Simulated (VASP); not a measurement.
# HfN (Fmmm) in VASP: further runs

Runs on HfN. Level: PBEsol. Tasks: single point.

Program: VASP 6.6.1. These are calculated values, not measurements. Logs are shortened: lines on timing, memory, paths and dates and some standing lists are left out, and cuts for length are marked.

### Step 1. The cell of the first run

It takes space group Fmmm (No. 69, orthorhombic). Conventional cell: a = 4.473 Å, b = 4.518 Å, c = 4.563 Å, α = 90.00°, β = 90.00°, γ = 90.00°. Hf (site symmetry mmm) has 6 N at 2.24 to 2.28 Å within 3.0 Å. N (site symmetry mmm) has 6 Hf at 2.24 to 2.28 Å within 3.0 Å.

### Step 2. Single point, PBEsol (strain -0.0100 x Voigt [1, -1, 0, 0, 0, 0])

Input file INCAR:

```
SYSTEM = HfN
PREC = Accurate
ENCUT = 520
EDIFF = 1E-6
ISMEAR = 0
SIGMA = 0.15
LREAL = .FALSE.
LASPH = .TRUE.
NELM = 80
ALGO = Normal
ISIF = 2
LWAVE = .FALSE.
LCHARG = .FALSE.
GGA = PS
NBANDS = 14
```

Input file KPOINTS:

```
regular mesh
0
G
  18 18 18
  0 0 0
```

Input file POSCAR:

```
HfN
1.0
    0.0000000000      2.2815900000      2.2590000000
    2.2364100000      0.0000000000      2.2590000000
    2.2364100000      2.2815900000      0.0000000000
Hf N
1 1
Direct
    0.0000000000      0.0000000000      0.0000000000
    0.5000000000      0.5000000000      0.5000000000
```

Potentials or basis: VASP PAW PBE potentials, release 64 (Hf_pv, N).

On the command line:

```bash
$ cat potpaw_PBE.64/Hf_pv/POTCAR potpaw_PBE.64/N/POTCAR > POTCAR
$ mpirun -np 1 vasp_std > vasp.out
```

OUTCAR:

```text
SYSTEM = HfN
   PREC = Accurate
   ENCUT = 520
   EDIFF = 1E-6
   ISMEAR = 0
   LREAL = .FALSE.
   LASPH = .TRUE.
   NELM = 80
   ISIF = 2
   GGA = PS

 ion  position               nearest neighbor table
   1  0.000  0.000  0.000-   2 2.24   2 2.24   2 2.26   2 2.26   2 2.28   2 2.28
   2  0.500  0.500  0.500-   1 2.24   1 2.24   1 2.26   1 2.26   1 2.28   1 2.28

  LATTYP: Found a face centered orthorhombic cell.
 ALAT       =     4.4728200000
 B/A-ratio  =     1.0101010101
 C/A-ratio  =     1.0202020202

  Lattice vectors:

 A1 = (   0.0000000000,   2.2815900000,  -2.2590000000)
 A2 = (   2.2364100000,   2.2815900000,   0.0000000000)
 A3 = (   2.2364100000,   0.0000000000,  -2.2590000000)

Analysis of symmetry for initial positions (statically):
=====================================================================
 Subroutine PRICEL returns:
 Original cell was already a primitive cell.

 Routine SETGRP: Setting up the symmetry group for a
 face centered orthorhombic supercell.

 Subroutine GETGRP returns: Found  8 space group operations
 (whereof  8 operations were pure point group operations)
 out of a pool of  8 trial point group operations.

The static configuration has the point symmetry D_2h.

Analysis of symmetry for dynamics (positions and initial velocities):
=====================================================================
 Subroutine PRICEL returns:
 Original cell was already a primitive cell.

 Routine SETGRP: Setting up the symmetry group for a
 face centered orthorhombic supercell.

 Subroutine GETGRP returns: Found  8 space group operations
 (whereof  8 operations were pure point group operations)
 out of a pool of  8 trial point group operations.

The dynamic configuration has the point symmetry D_2h.

 Subroutine INISYM returns: Found  8 space group operations
 (whereof  8 operations are pure point group operations),
 and found     1 'primitive' translations

----------------------------------------------------------------------------------------

                                     Primitive cell

  volume of cell :      23.0534

  direct lattice vectors                    reciprocal lattice vectors
     0.000000000  2.281590000  2.259000000    -0.223572601  0.219145421  0.221336875
     2.236410000  0.000000000  2.259000000     0.223572601 -0.219145421  0.221336875
     2.236410000  2.281590000  0.000000000     0.223572601  0.219145421 -0.221336875

  length of vectors
     3.210721715  3.178775029  3.194868169     0.383405054  0.383405054  0.383405054

  position of ions in fractional coordinates (direct lattice)
     0.000000000  0.000000000  0.000000000
     0.500000000  0.500000000  0.500000000

  ion indices of the primitive-cell ions
   primitive index   ion index
                 1           1
                 2           2

----------------------------------------------------------------------------------------

 KPOINTS: regular mesh

Automatic generation of k-mesh.
 Grid dimensions read from file:
 generate k-points for:   18   18   18

 Generating k-lattice:

  Cartesian coordinates                     Fractional coordinates (reciprocal lattice)
    -0.012420700  0.012174746  0.012296493     0.055555556  0.000000000  0.000000000
     0.012420700 -0.012174746  0.012296493     0.000000000  0.055555556  0.000000000
     0.012420700  0.012174746 -0.012296493    -0.000000000 -0.000000000  0.055555556

  Length of vectors
     0.021300281  0.021300281  0.021300281

  Shift w.r.t. Gamma in fractional coordinates (k-lattice)
     0.000000000  0.000000000  0.000000000

 Subroutine IBZKPT returns following result:
 ===========================================

 Found    865 irreducible k-points:

 Following reciprocal coordinates:
            Coordinates               Weight
  0.000000  0.000000  0.000000      1.000000
  0.055556  0.000000 -0.000000      8.000000
  0.111111  0.000000 -0.000000      8.000000
  0.166667  0.000000  0.000000      8.000000
  0.222222  0.000000  0.000000      8.000000
  0.277778  0.000000  0.000000      8.000000
[... 16 lines left out ...]
 -0.277778  0.055556 -0.000000      8.000000
 -0.222222  0.055556  0.000000      8.000000
 [... further k-points ...]
   k-points           NKPTS =    865   k-points in BZ     NKDIM =    865   number of bands    NBANDS=     14
   number of dos      NEDOS =    301   number of ions     NIONS =      2
   total plane-waves  NPLWV =  13824
   dimension x,y,z NGX =    24 NGY =   24 NGZ =   24
   dimension x,y,z NGXF=    48 NGYF=   48 NGZF=   48
   ions per type =               1   1
   NGX,Y,Z   is equivalent  to a cutoff of  12.43, 12.55, 12.49 a.u.
   NGXF,Y,Z  is equivalent  to a cutoff of  24.85, 25.10, 24.98 a.u.
 SYSTEM =  HfN
   PREC   = accura    normal or accurate (medium, high low for compatibility)
   ISTART =      0    job   : 0-new  1-cont  2-samecut
   ICHARG =      2    charge: 1-file 2-atom 10-const
   ISPIN  =      1    spin polarized calculation?
   LNONCOLLINEAR =      F non collinear calculations
   LSORBIT =      F    spin-orbit coupling
   LASPH  =      T    aspherical Exc in radial PAW
   ENCUT  =  520.0 eV  38.22 Ry    6.18 a.u.   5.97  5.91  5.94*2*pi/ulx,y,z
   NELM   =     80;   NELMIN=  2; NELMDL= -5     # of ELM steps
   EDIFF  = 0.1E-05   stopping-criterion for ELM
   LREAL  =      F    real-space projection
   EDIFFG = 0.1E-04   stopping-criterion for IOM
   NSW    =      0    number of steps for IOM
   IBRION =     -1    ionic relax: 0-MD 1-quasi-New 2-CG
   NFREE  =      0    steps in history (QN), initial steepest desc. (CG)
   ISIF   =      2    stress and relaxation
   ISYM   =      2    0-nonsym 1-usesym 2-fastsym
   POTIM  = 0.5000    time-step for ionic-motion
   TEBEG  =    0.0;   TEEND  =   0.0 temperature during run
   PSTRESS=    0.0 pullay stress
   NELECT =      15.0000    total number of electrons
   NUPDOWN=      -1.0000    fix difference up-down
   EMIN   =  10.00;   EMAX   =-10.00  energy-range for DOS
   EFERMI =   0.00;   METHOD = LEGACY
   ISMEAR =     0;   SIGMA  =   0.15  broadening in eV -4-tet -1-fermi 0-gaus
   EFERMI_NEDOS =   21; number of points for ismear=-14 and -15
   IALGO  =     38    algorithm
   IMIX   =      4    mixing-type and parameters
     AMIX     =   0.40;   BMIX     =  1.00
     AMIX_MAG =   1.60;   BMIX_MAG =  1.00
  volume/ion in A,a.u.               =      11.53        77.79
  Fermi-wavevector in a.u.,A,eV,Ry     =   1.418601  2.680767 27.380744  2.012428
  Thomas-Fermi vector in A             =   2.539709
   LORBIT       =      0    0 simple, 1 ext, 2 COOP (PROOUT), +10 PAW based schemes
   GGA     = PS    functional components
   LHFCALC =     F    Hartree Fock is set to
   AEXX    =    0.0000 exact exchange contribution
   IVDW    =     0    specifies the selected vdW correction
   LEPSILON=     F    determine dielectric tensor
   LRPA    =     F    only Hartree local field effects (RPA)
 non-spin polarized calculation
 Gauss-broadening in eV      SIGMA  =   0.15
  energy-cutoff  :      520.00
  volume of cell :       23.05
 maximum number of plane-waves:       636
   NGX = 11   NGY = 11   NGZ = 11

 number of electron      15.0000001 magnetization

 Free energy of the ion-electron system (eV)
  ---------------------------------------------------
  ext. energy  EPLUGINS =         0.00000000
  ---------------------------------------------------
  free energy    TOTEN  =       -22.98248927 eV

  energy without entropy =      -22.97541403  energy(sigma->0) =      -22.97895165

 E-fermi :   8.1887     XC(G=0): -12.8939

 val. band max:        8.1872929845   @ k =   0.2778   0.4444   0.1667
 cond. band min:       8.1968579795   @ k =   0.1111   0.0000  -0.0000
 fundamental gap:      0.0095649950
 Fermi energy:         8.1886500774

 k-point     1 :       0.0000    0.0000    0.0000
  band No.  band energies     occupation
      1     -22.8697      2.00000
      2     -22.8584      2.00000
      3     -22.8497      2.00000
      4      -9.2410      2.00000
      5       5.1665      2.00000
      6       5.2134      2.00000
      7       5.2659      2.00000
      8       7.7176      1.99999
      9       7.8311      1.99925
     10       7.9432      1.97932
     11       9.7319      0.00000
     12      10.1235      0.00000
     13      10.4504      0.00000
     14      17.7414      0.00000

 k-point     2 :       0.0556    0.0000   -0.0000
  band No.  band energies     occupation
      1     -22.8936      2.00000
      2     -22.8668      2.00000
      3     -22.8551      2.00000
      4      -9.1682      2.00000
      5       4.8705      2.00000
      6       4.9983      2.00000
      7       5.0575      2.00000
      8       7.8322      1.99922
      9       7.9357      1.98293
     10       8.0383      1.84380
     11       9.9754      0.00000
     12      10.3671      0.00000
     13      10.6910      0.00000
     14      17.9867      0.00000

 k-point     3 :       0.1111    0.0000   -0.0000
  band No.  band energies     occupation
      1     -22.9840      2.00000
      2     -22.8767      2.00000
      3     -22.8623      2.00000
      4      -8.9570      2.00000
      5       4.1035      2.00000
      6       4.5293      2.00000
      7       4.5884      2.00000
      8       8.0699      1.73725
      9       8.1969      0.93832
     10       8.2904      0.33741
     11      10.6154      0.00000
     12      11.0137      0.00000
     13      11.3322      0.00000
     14      18.6799      0.00000

 k-point     4 :       0.1667    0.0000    0.0000
  band No.  band energies     occupation
      1     -23.1212      2.00000
      2     -22.8904      2.00000
      3     -22.8725      2.00000
      4      -8.6281      2.00000
      5       3.1715      2.00000
      6       3.9696      2.00000
      7       4.0229      2.00000
      8       8.2907      0.33609
      9       8.6259      0.00004
     10       8.6987      0.00000
     11      11.4639      0.00000
     12      11.9020      0.00000
     13      12.2193      0.00000
     14      19.6906      0.00000

 k-point     5 :       0.2222    0.0000    0.0000
  band No.  band energies     occupation
      1     -23.2843      2.00000
      2     -22.9068      2.00000
      3     -22.8849      2.00000
      4      -8.2125      2.00000
      5       2.2192      2.00000
      6       3.4213      2.00000
      7       3.4657      2.00000
      8       8.5717      0.00030
      9       9.1911      0.00000
     10       9.2345      0.00000
     11      12.3496      0.00000
[... 276 lines left out ...]
 k-point    22 :      -0.3333    0.0556   -0.0000
  band No.  band energies     occupation
      1     -23.6420      2.00000
      2     -22.9662      2.00000
      3     -22.9168      2.00000
      4      -7.1386      2.00000
      5       0.3040      2.00000
      6       2.3548      2.00000
      7       2.5906      2.00000
      8       9.5838      0.00000
      9      10.4916      0.00000
     10      11.3410      0.00000
     11      13.5065      0.00000
     12      14.9891      0.00000
     13      15.9980      0.00000
     14      20.3386      0.00000

 k-point    23 :      -0.2778    0.0556   -0.0000
  band No.  band energies     occupation
      1     -23.5025      2.00000
      2     -22.9527      2.00000
      3     -22.9019      2.00000
      4      -7.5755      2.00000
      5       1.0099      2.00000
      6       2.6745      2.00000
      7       2.9857      2.00000
      8       9.0189      0.00000
      9       9.7869      0.00000
     10      10.6976      0.00000
     11      13.0092      0.00000
     12      14.1414      0.00000
     13      15.1029      0.00000
     14      20.4279      0.00000

 k-point    24 :      -0.2222    0.0556    0.0000
  band No.  band energies     occupation
      1     -23.3428      2.00000
      2     -22.9357      2.00000
      3     -22.8870      2.00000
      4      -8.0293      2.00000
      5       1.8261      2.00000
      6       3.0949      2.00000
      7       3.4658      2.00000
      8       8.6043      0.00009
      9       9.1409      0.00000
     10      10.0107      0.00000
     11      12.1733      0.00000
     12      13.2778      0.00000
     13      14.1111      0.00000
     14      20.4485      0.00000

 [... further k-points ...]

------------------------ aborting loop because EDIFF is reached ----------------------------------------

  FORCE on cell =-STRESS in cart. coord.  units (eV):
  Direction    XX          YY          ZZ          XY          YZ          ZX
  --------------------------------------------------------------------------------------
  -------------------------------------------------------------------------------------
  Total       -0.0195555     -1.3865653     -0.7343536      0.0000000      0.0000000      0.0000000
  in kB       -1.3590745    -96.3641868    -51.0364626      0.0000000      0.0000000      0.0000000
  external PRESSURE =     -49.5865746 kB  Pullay stress =       0.0000000 kB

 VOLUME and BASIS-vectors are now :
 -----------------------------------------------------------------------------
  energy-cutoff  :      520.00
  volume of cell :       23.05
      direct lattice vectors                 reciprocal lattice vectors
     0.000000000  2.281590000  2.259000000    -0.223572601  0.219145421  0.221336875
     2.236410000  0.000000000  2.259000000     0.223572601 -0.219145421  0.221336875
     2.236410000  2.281590000  0.000000000     0.223572601  0.219145421 -0.221336875

 POSITION                                       TOTAL-FORCE (eV/Angst)
 -----------------------------------------------------------------------------------
      0.00000      0.00000      0.00000         0.000000      0.000000     -0.000000
      2.23641      2.28159      2.25900        -0.000000      0.000000      0.000000
 -----------------------------------------------------------------------------------
    total drift:                                0.000000     -0.000000     -0.000000

  FREE ENERGIE OF THE ION-ELECTRON SYSTEM (eV)
  ---------------------------------------------------
  free  energy   TOTEN  =       -22.9824892720 eV

  energy  without entropy=      -22.9754140317  energy(sigma->0) =      -22.97895165
```

Wall time 3.8 min (1 thread of Intel Xeon 8259CL, shared host); peak memory 0.39 GiB.

Results:

```
Free energy            : -22.9825 eV
Pressure               : -5.0 GPa
Band gap on the k mesh : zero (an odd number of electrons rules out a gap without spin polarisation)
```

Levels at points of the mesh, in eV from the Fermi level:
| k point | band 4 | band 5 | band 6 | band 7 | band 8 | band 9 | band 10 | band 11 | band 12 | band 13 |
| --- | --- | --- | --- | --- | --- | --- | --- | --- | --- | --- |
| (0.00, 0.00, 0.00) | -17.43 | -3.02 | -2.98 | -2.92 | -0.47 | -0.36 | -0.25 | 1.54 | 1.93 | 2.26 |
| (0.50, 0.00, 0.00) | -14.65 | -8.89 | -6.17 | -6.16 | 3.30 | 3.67 | 3.79 | 4.41 | 8.66 | 9.08 |
| (0.50, 0.50, 0.00) | -16.31 | -5.38 | -3.83 | -3.69 | -3.60 | 4.05 | 5.41 | 5.68 | 5.70 | 7.96 |
| (0.50, 0.00, 0.50) | -16.32 | -5.48 | -3.80 | -3.62 | -3.57 | 4.09 | 5.49 | 5.62 | 5.65 | 7.85 |
| (0.00, 0.50, 0.50) | -16.31 | -5.27 | -3.86 | -3.72 | -3.67 | 4.09 | 5.49 | 5.62 | 5.64 | 8.07 |

Caveat: the cell differs from its parent crystal (strain -0.0100 x Voigt [1, -1, 0, 0, 0, 0]); the stress differs along the axes, from -10 to -0 GPa; the PAW data sets were made with another functional, which shifts forces and pressure a little; spin-orbit coupling is left out, which moves the levels of the heavy elements.

### Step 3. Single point, PBEsol (strain +0.0050 x Voigt [1, -1, 0, 0, 0, 0])

Input file INCAR:

```
SYSTEM = HfN
  PREC = Accurate
  ENCUT = 520
  EDIFF = 1E-6
  ISMEAR = 0
  SIGMA = 0.15
  LREAL = .FALSE.
  LASPH = .TRUE.
  NELM = 80
  ALGO = Normal
  ISIF = 2
  LWAVE = .FALSE.
  LCHARG = .TRUE.
  GGA = PS
  LELF = .TRUE.
  LVHAR = .TRUE.
  NBANDS = 14
```

KPOINTS is that of step 2.

Input file POSCAR:

```
HfN
1.0
    0.0000000000      2.2477050000      2.2590000000
    2.2702950000      0.0000000000      2.2590000000
    2.2702950000      2.2477050000      0.0000000000
Hf N
1 1
Direct
    0.0000000000      0.0000000000      0.0000000000
    0.5000000000      0.5000000000      0.5000000000
```

Potentials or basis: VASP PAW PBE potentials, release 64 (Hf_pv, N).

On the command line:

```bash
$ cat potpaw_PBE.64/Hf_pv/POTCAR potpaw_PBE.64/N/POTCAR > POTCAR
$ mpirun -np 1 vasp_std > vasp.out
```

OUTCAR:

```text
SYSTEM = HfN
   PREC = Accurate
   ENCUT = 520
   EDIFF = 1E-6
   ISMEAR = 0
   LREAL = .FALSE.
   LASPH = .TRUE.
   NELM = 80
   ISIF = 2
   GGA = PS

 ion  position               nearest neighbor table
   1  0.000  0.000  0.000-   2 2.25   2 2.25   2 2.26   2 2.26   2 2.27   2 2.27
   2  0.500  0.500  0.500-   1 2.25   1 2.25   1 2.26   1 2.26   1 2.27   1 2.27

  LATTYP: Found a face centered orthorhombic cell.
 ALAT       =     4.4954100000
 B/A-ratio  =     1.0050251256
 C/A-ratio  =     1.0100502513

  Lattice vectors:

[... 596 lines left out ...]

  FORCE on cell =-STRESS in cart. coord.  units (eV):
  Direction    XX          YY          ZZ          XY          YZ          ZX
  --------------------------------------------------------------------------------------
  -------------------------------------------------------------------------------------
  Total       -1.0746179     -0.3946401     -0.7422391      0.0000000     -0.0000000      0.0000000
  in kB      -74.6787135    -27.4248333    -51.5806246      0.0000000     -0.0000000      0.0000000
  external PRESSURE =     -51.2280571 kB  Pullay stress =       0.0000000 kB

 VOLUME and BASIS-vectors are now :
 -----------------------------------------------------------------------------
  energy-cutoff  :      520.00
  volume of cell :       23.06
      direct lattice vectors                 reciprocal lattice vectors
     0.000000000  2.247705000  2.259000000    -0.220235696  0.222449120  0.221336875
     2.270295000  0.000000000  2.259000000     0.220235696 -0.222449120  0.221336875
     2.270295000  2.247705000  0.000000000     0.220235696  0.222449120 -0.221336875

 POSITION                                       TOTAL-FORCE (eV/Angst)
 -----------------------------------------------------------------------------------
      0.00000      0.00000      0.00000         0.000000      0.000000     -0.000000
      2.27029      2.24770      2.25900         0.000000      0.000000      0.000000
 -----------------------------------------------------------------------------------
    total drift:                                0.000000     -0.000000     -0.000000

  FREE ENERGIE OF THE ION-ELECTRON SYSTEM (eV)
  ---------------------------------------------------
  free  energy   TOTEN  =       -22.9875507080 eV

  energy  without entropy=      -22.9803084694  energy(sigma->0) =      -22.98392959
```

Wall time 3.3 min (1 thread of Intel Xeon 8259CL, shared host); peak memory 0.39 GiB.

What came out:

| Property | Result |
| --- | --- |
| Free energy | -22.9876 eV |
| Pressure | -5.1 GPa |
| Band gap on the k mesh | zero (an odd number of electrons rules out a gap without spin polarisation) |

Caveat: the cell differs from its parent crystal (strain +0.0050 x Voigt [1, -1, 0, 0, 0, 0]); the cell stands under tension; the PAW data sets were made with another functional, which shifts forces and pressure a little; spin-orbit coupling is left out, which moves the levels of the heavy elements.
